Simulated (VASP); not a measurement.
# TePb (Fm-3m) in VASP: single point with PBE

Aim: the single point of TePb with PBE.

All numbers are computed with VASP 6.6.1; they aren't measurements. Logs are shortened: lines on timing, memory, paths and dates and some standing lists are left out, and cuts for length are marked.

### Step 1. The cell of the first run

The structure is cubic, space group Fm-3m (No. 225). Conventional cell: a = 6.462 Å, b = 6.462 Å, c = 6.462 Å, α = 90.00°, β = 90.00°, γ = 90.00°. Te (site symmetry m-3m) has 6 Pb at 3.23 Å within 4.3 Å. Pb (site symmetry m-3m) has 6 Te at 3.23 Å within 4.3 Å.

### Step 2. Single point, PBE, non-collinear spin, zero start, spin-orbit coupling

INCAR reads:

```
SYSTEM = TePb
ALGO = Normal
EDIFF = 1E-7
ENCUT = 520
GGA = PE
GGA_COMPAT = .FALSE.
ISIF = 2
ISMEAR = 0
LASPH = .TRUE.
LCHARG = .FALSE.
LORBIT = 11
LORBMOM = .TRUE.
LREAL = .FALSE.
LSORBIT = .TRUE.
LWAVE = .FALSE.
MAGMOM = 0 0 0 0 0 0
NBANDS = 32
NELM = 150
PREC = Accurate
SIGMA = 0.01
```

KPOINTS reads:

```
k-points
0
G
  12 12 12
  0 0 0
```

POSCAR reads:

```
TePb
1.0
    0.0000000000      3.2310000000      3.2310000000
    3.2310000000      0.0000000000      3.2310000000
    3.2310000000      3.2310000000      0.0000000000
Te Pb
1 1
Direct
    0.5000000000      0.5000000000      0.5000000000
    0.0000000000      0.0000000000      0.0000000000
```

Potentials or basis: VASP PAW PBE potentials, release 64 (Te, Pb_d).

Command:

```sh
$ cat potpaw_PBE.64/Te/POTCAR potpaw_PBE.64/Pb_d/POTCAR > POTCAR
$ mpirun -np 1 vasp_ncl > vasp.out
```

OUTCAR:

```text
SYSTEM = TePb
   EDIFF = 1E-7
   ENCUT = 520
   GGA = PE
   ISIF = 2
   ISMEAR = 0
   LASPH = .TRUE.
   LORBIT = 11
   LREAL = .FALSE.
   LSORBIT = .TRUE.
   NELM = 150
   PREC = Accurate

 ion  position               nearest neighbor table
   1  0.500  0.500  0.500-   2 3.23   2 3.23   2 3.23   2 3.23   2 3.23   2 3.23
   2  0.000  0.000  0.000-   1 3.23   1 3.23   1 3.23   1 3.23   1 3.23   1 3.23

  LATTYP: Found a face centered cubic cell.
 ALAT       =     6.4620000000

  Lattice vectors:

 A1 = (   0.0000000000,   3.2310000000,   3.2310000000)
 A2 = (   3.2310000000,   0.0000000000,   3.2310000000)
 A3 = (   3.2310000000,   3.2310000000,   0.0000000000)

Analysis of symmetry for initial positions (statically):
=====================================================================
 Subroutine PRICEL returns:
 Original cell was already a primitive cell.

 Routine SETGRP: Setting up the symmetry group for a
 face centered cubic supercell.

 Subroutine GETGRP returns: Found 48 space group operations
 (whereof 48 operations were pure point group operations)
 out of a pool of 48 trial point group operations.

The static configuration has the point symmetry O_h .

Analysis of symmetry for dynamics (positions and initial velocities):
=====================================================================
 Subroutine PRICEL returns:
 Original cell was already a primitive cell.

 Routine SETGRP: Setting up the symmetry group for a
 face centered cubic supercell.

 Subroutine GETGRP returns: Found 48 space group operations
 (whereof 48 operations were pure point group operations)
 out of a pool of 48 trial point group operations.

The dynamic configuration has the point symmetry O_h .

Analysis of structural, dynamic, and magnetic symmetry:
=====================================================================
 Subroutine PRICEL returns:
 Original cell was already a primitive cell.

 Routine SETGRP: Setting up the symmetry group for a
 face centered cubic supercell.

 Subroutine GETGRP returns: Found 48 space group operations
 (whereof 48 operations were pure point group operations)
 out of a pool of 48 trial point group operations.

The overall configuration has the point symmetry O_h .

 Subroutine INISYM returns: Found 48 space group operations
 (whereof 48 operations are pure point group operations),
 and found     1 'primitive' translations

----------------------------------------------------------------------------------------

                                     Primitive cell

  volume of cell :      67.4592

  direct lattice vectors                    reciprocal lattice vectors
     0.000000000  3.231000000  3.231000000    -0.154750851  0.154750851  0.154750851
     3.231000000  0.000000000  3.231000000     0.154750851 -0.154750851  0.154750851
     3.231000000  3.231000000  0.000000000     0.154750851  0.154750851 -0.154750851

  length of vectors
     4.569324020  4.569324020  4.569324020     0.268036337  0.268036337  0.268036337

  position of ions in fractional coordinates (direct lattice)
     0.500000000  0.500000000  0.500000000
     0.000000000  0.000000000  0.000000000

  ion indices of the primitive-cell ions
   primitive index   ion index
                 1           1
                 2           2

----------------------------------------------------------------------------------------

 KPOINTS: k-points

Automatic generation of k-mesh.
 Grid dimensions read from file:
 generate k-points for:   12   12   12

 Generating k-lattice:

  Cartesian coordinates                     Fractional coordinates (reciprocal lattice)
    -0.012895904  0.012895904  0.012895904     0.083333333  0.000000000  0.000000000
     0.012895904 -0.012895904  0.012895904     0.000000000  0.083333333  0.000000000
     0.012895904  0.012895904 -0.012895904     0.000000000  0.000000000  0.083333333

  Length of vectors
     0.022336361  0.022336361  0.022336361

  Shift w.r.t. Gamma in fractional coordinates (k-lattice)
     0.000000000  0.000000000  0.000000000

 Subroutine IBZKPT returns following result:
[... 97 lines left out ...]
  ext. energy  EPLUGINS =         0.00000000
  ---------------------------------------------------
  free energy    TOTEN  =        -8.03594582 eV

  energy without entropy =       -8.03594337  energy(sigma->0) =       -8.03594460

 E-fermi :   5.7058     XC(G=0):  -9.2933

 val. band max:        5.6903868771   @ k =   0.5000   0.0000   0.0000
 cond. band min:       5.7211584878   @ k =   0.5000   0.0000   0.0000
 fundamental gap:      0.0307716108
 Fermi energy:         5.7057726817

 k-point     1 :       0.0000    0.0000    0.0000
  band No.  band energies     occupation
      1     -12.5222      1.00000
      2     -12.5222      1.00000
      3     -12.5222      1.00000
      4     -12.5222      1.00000
      5      -9.9701      1.00000
      6      -9.9701      1.00000
[... 829 lines left out ...]
     31      14.1063      0.00000
     32      14.1063      0.00000

 [... further k-points ...]

------------------------ aborting loop because EDIFF is reached ----------------------------------------

  FORCE on cell =-STRESS in cart. coord.  units (eV):
  Direction    XX          YY          ZZ          XY          YZ          ZX
  --------------------------------------------------------------------------------------
  -------------------------------------------------------------------------------------
  Total        0.8374855      0.8374855      0.8374855      0.0000000      0.0000000     -0.0000000
  in kB       19.8905605     19.8905605     19.8905605      0.0000000      0.0000000     -0.0000000
  external PRESSURE =      19.8905605 kB  Pullay stress =       0.0000000 kB

 VOLUME and BASIS-vectors are now :
 -----------------------------------------------------------------------------
  energy-cutoff  :      520.00
  volume of cell :       67.46
      direct lattice vectors                 reciprocal lattice vectors
     0.000000000  3.231000000  3.231000000    -0.154750851  0.154750851  0.154750851
     3.231000000  0.000000000  3.231000000     0.154750851 -0.154750851  0.154750851
     3.231000000  3.231000000  0.000000000     0.154750851  0.154750851 -0.154750851

 POSITION                                       TOTAL-FORCE (eV/Angst)
 -----------------------------------------------------------------------------------
      3.23100      3.23100      3.23100         0.000000      0.000000     -0.000000
      0.00000      0.00000      0.00000         0.000000      0.000000      0.000000
 -----------------------------------------------------------------------------------
    total drift:                               -0.000000      0.000000      0.000000

  FREE ENERGIE OF THE ION-ELECTRON SYSTEM (eV)
  ---------------------------------------------------
  free  energy   TOTEN  =        -8.0359458197 eV

  energy  without entropy=       -8.0359433712  energy(sigma->0) =       -8.03594460

 orbital moment (x)

 # of ion     p       d       tot
 ----------------------------------------
  1         0.000  -0.000  -0.000
  2         0.000  -0.000  -0.000
 ----------------------------------------
            0.000  -0.000  -0.000

 orbital moment (y)

 # of ion     p       d       tot
 ----------------------------------------
  1         0.000   0.000   0.000
  2         0.000  -0.000  -0.000
 ----------------------------------------
            0.000  -0.000  -0.000

 orbital moment (z)

 # of ion     p       d       tot
 ----------------------------------------
  1         0.000   0.000   0.000
  2         0.000  -0.000  -0.000
 ----------------------------------------
            0.000  -0.000  -0.000

 Spin-Orbit-Coupling matrix elements

 Ion:    1  E_soc:     -0.2171737
 l=   1
     0.0000000    -0.0362368    -0.0362368
    -0.0362368     0.0000000    -0.0362368
    -0.0362368    -0.0362368     0.0000000
 l=   2
     0.0000000    -0.0000099     0.0000000    -0.0000099     0.0000511
    -0.0000099     0.0000000     0.0000383    -0.0000099     0.0000128
     0.0000000     0.0000383     0.0000000     0.0000383     0.0000000
    -0.0000099    -0.0000099     0.0000383     0.0000000     0.0000128
     0.0000511     0.0000128     0.0000000     0.0000128     0.0000000
 l=   3
     0.0000000     0.0000000     0.0000000     0.0000000     0.0000000     0.0000000     0.0000000
     0.0000000     0.0000000     0.0000000     0.0000000     0.0000000     0.0000000     0.0000000
     0.0000000     0.0000000     0.0000000     0.0000000     0.0000000     0.0000000     0.0000000
     0.0000000     0.0000000     0.0000000     0.0000000     0.0000000     0.0000000     0.0000000
     0.0000000     0.0000000     0.0000000     0.0000000     0.0000000     0.0000000     0.0000000
     0.0000000     0.0000000     0.0000000     0.0000000     0.0000000     0.0000000     0.0000000
     0.0000000     0.0000000     0.0000000     0.0000000     0.0000000     0.0000000     0.0000000

 Ion:    2  E_soc:     -0.9020349
 l=   1
     0.0000000    -0.0830059    -0.0830059
    -0.0830059     0.0000000    -0.0830059
    -0.0830059    -0.0830059     0.0000000
 l=   2
     0.0000000    -0.0134699     0.0000000    -0.0134699    -0.0538633
    -0.0134699     0.0000000    -0.0403975    -0.0134699    -0.0134658
     0.0000000    -0.0403975     0.0000000    -0.0403975     0.0000000
    -0.0134699    -0.0134699    -0.0403975     0.0000000    -0.0134658
    -0.0538633    -0.0134658     0.0000000    -0.0134658     0.0000000
 l=   3
     0.0000000     0.0000000     0.0000000     0.0000000     0.0000000     0.0000000     0.0000000
     0.0000000     0.0000000     0.0000000     0.0000000     0.0000000     0.0000000     0.0000000
     0.0000000     0.0000000     0.0000000     0.0000000     0.0000000     0.0000000     0.0000000
     0.0000000     0.0000000     0.0000000     0.0000000     0.0000000     0.0000000     0.0000000
     0.0000000     0.0000000     0.0000000     0.0000000     0.0000000     0.0000000     0.0000000
     0.0000000     0.0000000     0.0000000     0.0000000     0.0000000     0.0000000     0.0000000
     0.0000000     0.0000000     0.0000000     0.0000000     0.0000000     0.0000000     0.0000000

 total charge

# of ion       s       p       d       tot
------------------------------------------
    1        1.378   1.990   0.019   3.387
    2        1.451   0.607   9.834  11.891
--------------------------------------------------
tot          2.829   2.596   9.853  15.278

 magnetization (x)

# of ion       s       p       d       tot
------------------------------------------
    1        0.000   0.000  -0.000   0.000
    2       -0.000  -0.000   0.000  -0.000
--------------------------------------------------
tot          0.000   0.000   0.000   0.000

 magnetization (y)

# of ion       s       p       d       tot
------------------------------------------
    1       -0.000  -0.000  -0.000  -0.000
    2        0.000  -0.000   0.000  -0.000
--------------------------------------------------
tot          0.000  -0.000  -0.000  -0.000

 magnetization (z)

# of ion       s       p       d       tot
------------------------------------------
    1       -0.000   0.000  -0.000  -0.000
    2       -0.000  -0.000   0.000  -0.000
--------------------------------------------------
tot         -0.000  -0.000  -0.000  -0.000
```

Run time: 8.3 min. Hardware: 1 thread of Intel Xeon 6975P-C (Granite Rapids), shared host; peak memory 0.52 GiB.

Results:

| Property | Result |
| --- | --- |
| Free energy | -8.0359 eV |
| Pressure | 2.0 GPa |
| Net moment | 0.00 μB per cell |
| Valence electrons inside the program's atomic spheres | Te 3.39; Pb 11.89 |

Moments on the atoms (μB; x, y, z):
```
Te  0.00 0.00 0.00
Pb  0.00 0.00 0.00
```
